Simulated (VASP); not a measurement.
Wanted: the native input for a VASP 6.6.1 run.

| Quantity | Value |
| --- | --- |
| Task | relaxation of cell and atoms |
| Functional | PBEsol-based screened hybrid |
| Potentials or basis | VASP PAW PBE potentials, release 64 (Zn) |
| Cutoff | 500 eV |
| k mesh | 6 × 6 × 6 |
| Occupations | fermi-dirac, width 0.05 eV |
| Spin | no spin polarisation |
| Dipole correction | no |
| Grid for exact exchange (PRECFOCK) | Normal |
| Share of exact exchange | 0.25 |
| Further INCAR settings | ALGO = Normal; EDIFF = 1e-07; IBRION = 2; EDIFFG = -0.01; NSW = 60; ISIF = 3 |
| Screening parameter | 0.207 1/Å |

Crystal: Zn.

```
Zn
1.0
     0.00000    1.96478    1.96478
     1.96478    0.00000    1.96478
     1.96478    1.96478    0.00000
Zn
1
Direct
  0.00000 0.00000 0.00000
```

These files were run (other wordings do the same):

POSCAR

```
Zn
1.0
    0.0000000000      1.9647760000      1.9647760000
    1.9647760000      0.0000000000      1.9647760000
    1.9647760000      1.9647760000      0.0000000000
Zn
1
Direct
    0.0000000000      0.0000000000      0.0000000000
```

INCAR.step1

```
ALGO = Normal
EDIFF = 1E-5
EDIFFG = -0.005
ENCUT = 500
GGA = PE
GGA_COMPAT = False
IBRION = 2
ISIF = 3
ISMEAR = -1
LASPH = True
LCHARG = False
LREAL = False
LWAVE = True
NBANDS = 12
NELM = 120
NELMIN = 4
NSW = 100
PREC = Accurate
SIGMA = 0.05
```

INCAR.step2

```
AEXX = 0.25
ALGO = Normal
EDIFF = 1E-7
EDIFFG = -0.01
ENCUT = 500
GGA = PS
GGA_COMPAT = False
HFSCREEN = 0.207
IBRION = 2
ISIF = 3
ISMEAR = -1
ISTART = 1
LASPH = True
LCHARG = False
LHFCALC = True
LREAL = False
LWAVE = False
NELM = 120
NELMIN = 4
NSW = 60
PREC = Accurate
PRECFOCK = Normal
SIGMA = 0.05
```

KPOINTS

```
k-points
0
Gamma
  6 6 6
```

Potentials or basis: VASP PAW PBE potentials, release 64 (Zn).

The run is started by

```bash
$ cat potpaw_PBE.64/Zn/POTCAR > POTCAR
$ cp INCAR.step1 INCAR
$ mpirun -np 1 vasp_std > vasp.out
$ cp INCAR.step2 INCAR
$ mpirun -np 1 vasp_std > vasp.out
```

It gave:

| Property | Result |
| --- | --- |
| Relaxed volume | 14.39 Å³/atom |
| Relaxed cell | a = 2.730 Å, b = 2.730 Å, c = 2.730 Å, α = 60.00°, β = 60.00°, γ = 60.00° |
| Space group after relaxing (to 0.05 Å) | Fm-3m (No. 225) |
| Energy gained by relaxing | 9.9 meV/atom |
| Ionic steps | 3 |
| Pressure after relaxing | -0.1 GPa |
| Band gap on the k mesh | zero (band 6 reaches 3.80 eV, above the bottom of band 7 at 1.89 eV) |

Caveat: the k points lie up to 0.47 Å⁻¹ apart in the final cell; the PAW data sets were made with another functional, which shifts forces and pressure a little.

Wall time 19 min on 1 thread of Intel(R) Xeon(R) Platinum 8375C CPU @ 2.90GHz (Ice Lake), on a shared host, peak memory 0.23 GiB.
